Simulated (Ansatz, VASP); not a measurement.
# One calculation of SiC, two programs

Contents of POSCAR:

```
SiC
1.0
    3.0803621794      0.0000000000      0.0000000000
    0.0000000000      4.3562899711      0.0000000000
    0.0000000000      0.0000000000     25.7812676278
Si C
8 8
Direct
    0.5000000000      0.5000000000      0.2909088920
    0.0000000000      0.0000000000      0.3506492086
    0.5000000000      0.5000000000      0.4103895251
    0.0000000000      0.0000000000      0.4701298417
    0.5000000000      0.5000000000      0.5298701583
    0.0000000000      0.0000000000      0.5896104749
    0.5000000000      0.5000000000      0.6493507914
    0.0000000000      0.0000000000      0.7090911080
    0.0000000000      0.2500000000      0.2909088920
    0.5000000000      0.7500000000      0.3506492086
    0.0000000000      0.2500000000      0.4103895251
    0.5000000000      0.7500000000      0.4701298417
    0.0000000000      0.2500000000      0.5298701583
    0.5000000000      0.7500000000      0.5896104749
    0.0000000000      0.2500000000      0.6493507914
    0.5000000000      0.7500000000      0.7090911080
```

The input INCAR.step1:

```
SYSTEM = SiC
ALGO = Normal ; DIPOL = 0.5 0.5 0.500
EDIFF = 1E-4 ; ENCUT = 520
GGA = PE ; IDIPOL = 3
ISMEAR = 0 ; LASPH = .True.
LCHARG = .False. ; LDIPOL = .True.
LREAL = Auto ; LWAVE = .True.
NBANDS = 46 ; NELM = 100
PREC = Accurate ; SIGMA = 0.05
```

The input INCAR.step2:

```
SYSTEM = SiC
ALGO = Normal ; DIPOL = 0.5 0.5 0.500
EDIFF = 1E-6 ; ENCUT = 520
IDIPOL = 3 ; ISIF = 2
ISMEAR = 0 ; ISTART = 1
LASPH = .True. ; LCHARG = .False.
LDIPOL = .True. ; LMIXTAU = .True.
LREAL = Auto ; LWAVE = .False.
METAGGA = R2SCAN ; NBANDS = 46
NELM = 100 ; PREC = Accurate
SIGMA = 0.05
```

KPOINTS

```
k-points
0
Gamma
  9 6 1
  0 0 0
```

Input for Ansatz:

```yaml
crystal:
  lattice:
    - [3.0803621794, 0.0, 0.0]
    - [0.0, 4.3562899711, 0.0]
    - [0.0, 0.0, 25.7812676278]
  atoms:
    - { symbol: Si, position: [0.5, 0.5, 0.290908892] }
    - { symbol: C, position: [0.0, 0.25, 0.290908892] }
    - { symbol: Si, position: [0.0, 0.0, 0.3506492086] }
    - { symbol: C, position: [0.5, 0.75, 0.3506492086] }
    - { symbol: Si, position: [0.5, 0.5, 0.4103895251] }
    - { symbol: C, position: [0.0, 0.25, 0.4103895251] }
    - { symbol: Si, position: [0.0, 0.0, 0.4701298417] }
    - { symbol: C, position: [0.5, 0.75, 0.4701298417] }
    - { symbol: Si, position: [0.5, 0.5, 0.5298701583] }
    - { symbol: C, position: [0.0, 0.25, 0.5298701583] }
    - { symbol: Si, position: [0.0, 0.0, 0.5896104749] }
    - { symbol: C, position: [0.5, 0.75, 0.5896104749] }
    - { symbol: Si, position: [0.5, 0.5, 0.6493507914] }
    - { symbol: C, position: [0.0, 0.25, 0.6493507914] }
    - { symbol: Si, position: [0.0, 0.0, 0.709091108] }
    - { symbol: C, position: [0.5, 0.75, 0.709091108] }
basis:
  ecutwfc: 500
kpoints:
  mp_grid: { grid: [9, 6, 1] }
hamiltonian:
  xc: r2scan
scf:
  occupations: { method: gaussian, width: 0.05 }
output:
  forces: true
  stress: true
  eigenvalues: true
efield:
  axis: 3
  dipole_correction: true
  ramp_width: 0.04
```

Alike in both runs: task single point; functional r2SCAN; k mesh 9 × 6 × 1; occupations gaussian, width 0.05 eV; no spin polarisation.

|  | VASP | Ansatz |
| --- | --- | --- |
| version | VASP 6.6.1 | Ansatz 0.2.0 |
| potentials or method | VASP PAW PBE potentials, release 64 (Si, C), cutoff 520 eV | scalar-relativistic, plane waves, PAW |
| valence electrons in the cell | 64 | 64 |

Ansatz gave:

| Quantity | Value |
| --- | --- |
| gap on the k mesh at the Fermi level (eV) | 0.47 |
| least direct gap on the mesh (eV) | 0.68 |
| rms of the force components (eV/Å) | 0.947 |

Problem. What did VASP give for the same quantities?

Solution. gap on the k mesh at the Fermi level (eV): 0.46; least direct gap on the mesh (eV): 0.67; rms of the force components (eV/Å): 0.947.

VASP's potentials were made for PBE, not for r2SCAN. The functional is the same, so the differences come from potentials, cutoffs and numerics.
